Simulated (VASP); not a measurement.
# CrSi8Mo3 in VASP: further runs

The runs below take CrSi8Mo3 through single point, with PBE.

Program: VASP 6.6.1. These are calculated values, not measurements. Logs are shortened: lines on timing, memory, paths and dates and some standing lists are left out, and cuts for length are marked.

## 1. The cell of the first run

The typed cell holds 12 atoms: a = 4.510 Å, b = 4.510 Å, c = 7.796 Å, α = 90.00°, β = 90.00°, γ = 90.00°.

## 2. Single point, PBE

INCAR

```
PREC = Accurate ; ENCUT = 520
EDIFF = 1E-6 ; ISMEAR = 0
SIGMA = 0.2 ; LREAL = F
LASPH = T ; NELM = 100
ALGO = Normal ; ISIF = 2
LWAVE = F ; LCHARG = F
GGA = PE ; NBANDS = 55
```

KPOINTS

```
Automatic mesh
0
Gamma
  6 6 4
```

POSCAR

```
CrSi8Mo3
1.0
    4.5099763859      0.0000415539     -0.0000236450
    0.0000411571      4.5098333855      0.0000898731
   -0.0000395423      0.0001588157      7.7961999211
Cr Si Mo
1 8 3
Direct
    0.0000064886      0.0000016986      0.5000017255
    0.0000002802      0.5000040301      0.6617201576
   -0.0000018699     -0.0000126090      0.1701952923
    0.5000096748      0.5000079038      0.1657422916
    0.4999843456      0.0000063342      0.6617207868
   -0.0000034050      0.4999859083      0.3382812429
    0.0000030271     -0.0000035306      0.8298040901
    0.5000109949      0.5000108771      0.8342595739
    0.4999842848      0.0000074117      0.3382764161
   -0.0000031434      0.4999915944     -0.0000001331
    0.5000114923      0.4999911700      0.4999988063
    0.4999978297      0.0000092115     -0.0000002500
```

Potentials or basis: VASP PAW PBE potentials, release 64 (Cr_pv, Si, Mo_sv).

On the command line:

```bash
cat potpaw_PBE.64/Cr_pv/POTCAR potpaw_PBE.64/Si/POTCAR potpaw_PBE.64/Mo_sv/POTCAR > POTCAR
mpirun -np 1 vasp_std > vasp.out
```

OUTCAR:

```text
PREC = Accurate
   ENCUT = 520
   EDIFF = 1E-6
   ISMEAR = 0
   LREAL = F
   LASPH = T
   NELM = 100
   ISIF = 2
   GGA = PE

 ion  position               nearest neighbor table
   1  0.000  0.000  0.500-   7 2.57   3 2.57   6 2.58   2 2.58   5 2.58   9 2.58   2 2.58   6 2.58
                             5 2.58   9 2.58  11 3.19  11 3.19  11 3.19  11 3.19
   2  0.000  0.500  0.662-   6 2.52   1 2.58  11 2.58   1 2.58  11 2.58   7 2.61   7 2.61   8 2.63
                             8 2.63  10 2.64
   3  1.000  1.000  0.170-   1 2.57   6 2.61   9 2.61   6 2.61   9 2.61  10 2.62  10 2.62  12 2.62
                            12 2.62   7 2.65
   4  0.500  0.500  0.166-   8 2.58  12 2.60  10 2.60  12 2.60  10 2.60  11 2.61   9 2.63   6 2.63
                             9 2.63   6 2.63
   5  0.500  0.000  0.662-   9 2.52  11 2.58   1 2.58  11 2.58   1 2.58   7 2.61   7 2.61   8 2.63
                             8 2.63  12 2.64
   6  1.000  0.500  0.338-   2 2.52   1 2.58  11 2.58  11 2.58   1 2.58   3 2.61   3 2.61   4 2.63
                             4 2.63  10 2.64
   7  0.000  1.000  0.830-   1 2.57   2 2.61   5 2.61   2 2.61   5 2.61  10 2.62  10 2.62  12 2.62
                            12 2.62   3 2.65
   8  0.500  0.500  0.834-   4 2.58  12 2.60  10 2.60  12 2.60  10 2.60  11 2.61   5 2.63   2 2.63
                             5 2.63   2 2.63
   9  0.500  0.000  0.338-   5 2.52  11 2.58   1 2.58  11 2.58   1 2.58   3 2.61   3 2.61   4 2.63
                             4 2.63  12 2.64
  10  1.000  0.500  1.000-   8 2.60   4 2.60   4 2.60   8 2.60   3 2.62   7 2.62   7 2.62   3 2.62
                             2 2.64   6 2.64  12 3.19  12 3.19  12 3.19  12 3.19
  11  0.500  0.500  0.500-   5 2.58   9 2.58   6 2.58   2 2.58   9 2.58   6 2.58   5 2.58   2 2.58
                             4 2.61   8 2.61   1 3.19   1 3.19   1 3.19   1 3.19
  12  0.500  0.000  1.000-   8 2.60   4 2.60   8 2.60   4 2.60   7 2.62   3 2.62   3 2.62   7 2.62
                             9 2.64   5 2.64  10 3.19  10 3.19  10 3.19  10 3.19

  LATTYP: Found a simple monoclinic cell.
 ALAT       =     4.5099763862
 B/A-ratio  =     1.7286564840
 C/A-ratio  =     2.2360702008
 COS(beta)  =    -0.8944345032

  Lattice vectors:

 A1 = (   4.5099763859,   0.0000415539,  -0.0000236450)
 A2 = (  -0.0000395423,   0.0001588157,   7.7961999211)
 A3 = (  -9.0199939289,  -4.5099164933,  -0.0000425831)

Analysis of symmetry for initial positions (statically):
=====================================================================
 Subroutine PRICEL returns:
 Original cell was already a primitive cell.

 Routine SETGRP: Setting up the symmetry group for a
 simple monoclinic supercell.

 Subroutine GETGRP returns: Found  1 space group operations
[... 154 lines left out ...]
   IALGO  =     38    algorithm
   IMIX   =      4    mixing-type and parameters
     AMIX     =   0.40;   BMIX     =  1.00
     AMIX_MAG =   1.60;   BMIX_MAG =  1.00
  volume/ion in A,a.u.               =      13.21        89.17
  Fermi-wavevector in a.u.,A,eV,Ry     =   1.335063  2.522903 24.250929  1.782393
  Thomas-Fermi vector in A             =   2.463796
   LORBIT       =      0    0 simple, 1 ext, 2 COOP (PROOUT), +10 PAW based schemes
   GGA     = PE    functional components
   LHFCALC =     F    Hartree Fock is set to
   AEXX    =    0.0000 exact exchange contribution
   IVDW    =     0    specifies the selected vdW correction
   LEPSILON=     F    determine dielectric tensor
   LRPA    =     F    only Hartree local field effects (RPA)
 non-spin polarized calculation
 Gauss-broadening in eV      SIGMA  =   0.20
  energy-cutoff  :      520.00
  volume of cell :      158.57
 maximum number of plane-waves:      4292
 NGX is ok and might be reduce to    36
   NGX = 17   NGY = 17   NGZ = 29

 number of electron      86.0000015 magnetization

 Free energy of the ion-electron system (eV)
  ---------------------------------------------------
  ext. energy  EPLUGINS =         0.00000000
  ---------------------------------------------------
  free energy    TOTEN  =       -91.06884886 eV

  energy without entropy =      -91.05064086  energy(sigma->0) =      -91.05974486

 E-fermi :  11.8892     XC(G=0): -12.3724

 val. band max:       11.8809588092   @ k =   0.1667  -0.1667   0.0000
 cond. band min:      11.8913975226   @ k =   0.3333  -0.0000   0.0000
 fundamental gap:      0.0104387134
 Fermi energy:        11.8892410883

 k-point     1 :       0.0000    0.0000    0.0000
  band No.  band energies     occupation
      1     -48.7172      2.00000
      2     -48.7113      2.00000
      3     -48.6796      2.00000
      4     -31.0172      2.00000
      5     -31.0172      2.00000
      6     -30.8988      2.00000
[... 1381 lines left out ...]
     54      15.3381      0.00000
     55      15.8247      0.00000

 [... further k-points ...]

------------------------ aborting loop because EDIFF is reached ----------------------------------------

  FORCE on cell =-STRESS in cart. coord.  units (eV):
  Direction    XX          YY          ZZ          XY          YZ          ZX
  --------------------------------------------------------------------------------------
  -------------------------------------------------------------------------------------
  Total        0.1259209      0.1371855      0.1254958     -0.0024697     -0.0075389      0.0020177
  in kB        1.2723034      1.3861205      1.2680082     -0.0249534     -0.0761731      0.0203865
  external PRESSURE =       1.3088107 kB  Pullay stress =       0.0000000 kB

 VOLUME and BASIS-vectors are now :
 -----------------------------------------------------------------------------
  energy-cutoff  :      520.00
  volume of cell :      158.57
      direct lattice vectors                 reciprocal lattice vectors
     4.509976386  0.000041554 -0.000023645     0.221730651 -0.000002024  0.000001125
     0.000041157  4.509833386  0.000089873    -0.000002043  0.221737682 -0.000004517
    -0.000039542  0.000158816  7.796199921     0.000000673 -0.000002556  0.128267619

 POSITION                                       TOTAL-FORCE (eV/Angst)
 -----------------------------------------------------------------------------------
      0.00001      0.00009      3.89811        -0.000268     -0.000414     -0.000199
     -0.00000      2.25504      5.15895         0.000239     -0.000095     -0.005656
      4.51000      4.50985      1.32694        -0.000048      0.000234      0.011992
      2.25505      2.25500      1.29219        -0.000378     -0.000250      0.005386
      2.25489      0.00015      5.15890         0.000501     -0.000338     -0.005513
      4.50997      2.25495      2.63733         0.000363      0.000126      0.005564
      0.00002      4.50995      6.46941        -0.000297      0.000201     -0.011973
      2.25503      2.25512      6.50409        -0.000401     -0.000222     -0.005600
      2.25490      0.00011      2.63726         0.000465     -0.000288      0.005718
      4.50994      2.25508      7.79622         0.000625      0.000786      0.000058
      2.25504      2.25498      3.89812        -0.000939      0.001137      0.000184
      2.25494      0.00022      7.79619         0.000140     -0.000877      0.000038
 -----------------------------------------------------------------------------------
    total drift:                                0.000013      0.000000     -0.000002

  FREE ENERGIE OF THE ION-ELECTRON SYSTEM (eV)
  ---------------------------------------------------
  free  energy   TOTEN  =       -91.0688488557 eV

  energy  without entropy=      -91.0506408595  energy(sigma->0) =      -91.05974486
```

stdout:

```text
POSCAR found type information on POSCAR CrSiMo
 POSCAR found :  3 types and      12 ions
 scaLAPACK will be used
 LDA part: xc-table for (Slater+PW92), standard interpolation
 POSCAR, INCAR and KPOINTS ok, starting setup
 FFT: planning ... GRIDC
 FFT: planning ... GRID_SOFT
 FFT: planning ... GRID
 WAVECAR not read
 entering main loop
```

Wall time 7 min (1 thread of AMD EPYC 9R45 (Zen 5), shared host); peak memory 0.61 GiB.

Results:

```yaml
Free_energy: -91.0688 eV
Pressure: 0.1 GPa
Largest_force: 0.012 eV/Å
Band_gap_on_the_k_mesh: zero (band 43 reaches 12.46 eV, above the bottom of band 44 at 11.64 eV)
```

Forces on the atoms (eV/Å):
```
Cr   0.000  0.000  0.000
Si   0.000  0.000 -0.006
Si   0.000  0.000  0.012
Si   0.000  0.000  0.005
Si   0.001  0.000 -0.006
Si   0.000  0.000  0.006
Si   0.000  0.000 -0.012
Si   0.000  0.000 -0.006
Si   0.000  0.000  0.006
Mo   0.001  0.001  0.000
Mo  -0.001  0.001  0.000
Mo   0.000 -0.001  0.000
```

Spin polarisation is off, so any magnetic state and its effect on volume and gap are missing.

## 3. Single point, PBE

INCAR

```
PREC     = Accurate       # precision mode
ENCUT    = 520            # plane-wave cutoff, eV
EDIFF    = 1E-6           # SCF threshold, eV
ISMEAR   = 0              # smearing method
SIGMA    = 0.1            # smearing width, eV
LREAL    = False          # projectors in reciprocal space
LASPH    = True           # aspherical terms in the spheres
NELM     = 100            # most SCF steps
ALGO     = Normal         # electronic algorithm
ISIF     = 2              # what is computed and relaxed
LWAVE    = False          # write WAVECAR
LCHARG   = False          # write CHGCAR
GGA      = PE             # functional
NBANDS   = 55             # bands
```

KPOINTS

```
regular mesh
0
Gamma
  4 4 2
```

POSCAR

```
CrSi8Mo3
1.0
    4.5096727000      0.0000000000      0.0000000000
    0.0000000000      4.5096727000      0.0000000000
    0.0000000000      0.0000000000      7.7968965000
Cr Si Mo
1 8 3
Direct
    0.0000000000      0.0000000000      0.5000000000
    0.0000000000      0.5000000000      0.6615480000
    0.0000000000      0.0000000000      0.1702970000
    0.5000000000      0.5000000000      0.1657770000
    0.5000000000      0.0000000000      0.6615480000
    0.0000000000      0.5000000000      0.3384520000
    0.0000000000      0.0000000000      0.8297030000
    0.5000000000      0.5000000000      0.8342230000
    0.5000000000      0.0000000000      0.3384520000
    0.0000000000      0.5000000000      0.0000000000
    0.5000000000      0.5000000000      0.5000000000
    0.5000000000      0.0000000000      0.0000000000
```

Potentials or basis: VASP PAW PBE potentials, release 64 (Cr_pv, Si, Mo_sv).

On the command line:

```bash
cat potpaw_PBE.64/Cr_pv/POTCAR potpaw_PBE.64/Si/POTCAR potpaw_PBE.64/Mo_sv/POTCAR > POTCAR
mpirun -np 1 vasp_std > vasp.out
```

Run time: 7.4 min. Hardware: 1 thread of AMD EPYC 7R13, shared host; peak memory 0.28 GiB.

Results (log left out):

```
Free energy            : -91.0219 eV
Pressure               : 0.2 GPa
Largest force          : 0.098 eV/Å
Band gap on the k mesh : zero (band 43 reaches 12.17 eV, above the bottom of band 44 at 11.75 eV)
```

Forces in eV/Å, atoms in the order of the input:
```
Cr   0.000  0.000  0.000
Si   0.000  0.000  0.098
Si   0.000  0.000  0.038
Si   0.000  0.000  0.072
Si   0.000  0.000  0.098
Si   0.000  0.000 -0.098
Si   0.000  0.000 -0.038
Si   0.000  0.000 -0.072
Si   0.000  0.000 -0.098
Mo   0.000  0.000  0.000
Mo   0.000  0.000  0.000
Mo   0.000  0.000  0.000
```

Stress tensor (GPa, compression positive):
```
0.01 0.00 0.00
0.00 0.01 0.00
0.00 0.00 0.66
```

Levels at points of the mesh, in eV from the Fermi level:
```csv
k point,band 41,band 42,band 43,band 44,band 45,band 46
"(0.00, 0.00, 0.00)",-0.29,-0.20,-0.20,0.27,0.74,1.55
"(0.50, 0.00, 0.00)",-1.28,-0.60,-0.46,0.38,0.60,1.36
"(0.50, 0.50, 0.00)",-0.40,-0.40,-0.39,1.30,1.48,2.16
"(0.00, 0.00, 0.50)",-1.38,0.28,0.41,0.73,0.79,1.54
"(0.50, 0.00, 0.50)",-1.69,-1.66,-1.43,1.22,1.40,1.67
"(0.50, 0.50, 0.50)",-0.26,-0.26,-0.22,1.36,1.86,2.51
```

Caveat: the k points lie up to 0.40 Å⁻¹ apart. Spin polarisation is off, so any magnetic state and its effect on volume and gap are missing.

(Continued in part 2 of 2.)
